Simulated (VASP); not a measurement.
Crystal: LiH.

```
CELL_PARAMETERS angstrom
0.00000 2.00299 2.00299
2.00299 0.00000 2.00299
2.00299 2.00299 0.00000
ATOMIC_POSITIONS crystal
Li 0.00000 0.00000 0.00000
H 0.50000 0.50000 0.50000
```

Base run:

```yaml
Program: VASP 6.6.1
Functional: HSE06
Potentials_or_basis: VASP PAW PBE potentials, release 64 (Li_sv, H)
Cutoff: 520 eV
k_mesh: 8 × 8 × 8
Occupations: gaussian, width 0.01 eV
Spin: no spin polarisation
```

Its results: band gap on the k mesh 3.97 eV.

**Question.** The run is repeated on the same cell with these changes: functional from HSE06 to PBE; k mesh from 8 × 8 × 8 to 10 × 10 × 10. What comes out?

**Answer.** Band gap on the k mesh 2.98 eV.

Several settings changed at once.

A k mesh can miss the band edges.
